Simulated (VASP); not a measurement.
Set up this calculation in VASP 6.6.1, as the native input.

```
Task                               : single point
Functional                         : HSE06
Potentials or basis                : VASP PAW PBE potentials, release 64 (In_d, Pd)
Cutoff                             : 520 eV
k mesh                             : 6 × 6 × 6
Occupations                        : fermi-dirac, width 0.05 eV
Spin                               : no spin polarisation
Dipole correction                  : no
Grid for exact exchange (PRECFOCK) : Normal
Further INCAR settings             : ALGO = Normal; EDIFF = 1e-06; NBANDS = 18
Share of exact exchange            : 0.25
Screening parameter                : 0.2079 1/Å
```

The system is InPd.

```
CELL_PARAMETERS angstrom
3.27188 0.00000 0.00000
0.00000 3.27188 0.00000
0.00000 0.00000 3.27188
ATOMIC_POSITIONS crystal
In 0.00000 0.00000 0.00000
Pd 0.50000 0.50000 0.50000
```

One way to write it, as run:

POSCAR

```
InPd
1.0
    3.2718847800      0.0000000000      0.0000000000
    0.0000000000      3.2718847800      0.0000000000
    0.0000000000      0.0000000000      3.2718847800
In Pd
1 1
Direct
    0.0000000000      0.0000000000      0.0000000000
    0.5000000000      0.5000000000      0.5000000000
```

INCAR.step1

```
SYSTEM = InPd
PREC     = Accurate       ! precision mode
ENCUT    = 520            ! plane-wave cutoff, eV
EDIFF    = 1E-5           ! SCF threshold, eV
ISMEAR   = -1             ! smearing method
SIGMA    = 0.05           ! smearing width, eV
LREAL    = .False.        ! projectors in reciprocal space
LASPH    = .True.         ! aspherical terms in the spheres
NELM     = 100            ! most SCF steps
ALGO     = Normal         ! electronic algorithm
ISIF     = 2              ! what is computed and relaxed
LWAVE    = .True.         ! write WAVECAR
NBANDS   = 18             ! bands
GGA      = PE             ! functional
```

INCAR.step2

```
SYSTEM = InPd
PREC     = Accurate       ! precision mode
ENCUT    = 520            ! plane-wave cutoff, eV
EDIFF    = 1E-6           ! SCF threshold, eV
ISMEAR   = -1             ! smearing method
SIGMA    = 0.05           ! smearing width, eV
LREAL    = .False.        ! projectors in reciprocal space
LASPH    = .True.         ! aspherical terms in the spheres
NELM     = 100            ! most SCF steps
ALGO     = Normal         ! electronic algorithm
ISIF     = 2              ! what is computed and relaxed
LWAVE    = .False.        ! write WAVECAR
LCHARG   = .True.         ! write CHGCAR
GGA      = PE             ! functional
LHFCALC  = .True.         ! exact exchange
HFSCREEN = 0.2079         ! screening, 1/A
PRECFOCK = Normal       
LELF     = .True.         ! ELF
LVHAR    = .True.       
NBANDS   = 18             ! bands
ISTART   = 1
```

KPOINTS

```
Automatic mesh
0
Gamma
  6 6 6
  0 0 0
```

Potentials or basis: VASP PAW PBE potentials, release 64 (In_d, Pd).

Run with:

```bash
$ cat potpaw_PBE.64/In_d/POTCAR potpaw_PBE.64/Pd/POTCAR > POTCAR
$ cp INCAR.step1 INCAR
$ mpirun -np 1 vasp_std > vasp.out
$ cp INCAR.step2 INCAR
$ mpirun -np 1 vasp_std > vasp.out
```

Results of the run:

```yaml
Pressure: 0.2 GPa
Band_gap_on_the_k_mesh: zero (an odd number of electrons rules out a gap without spin polarisation)
```

Caveat: the PAW data sets were made with another functional, which shifts forces and pressure a little; spin-orbit coupling is left out, which moves the levels of the heavy elements.

Run time: 51 min on 1 thread of Oxide Virtual Turin-like Processor (shared host), peak memory 0.24 GiB.
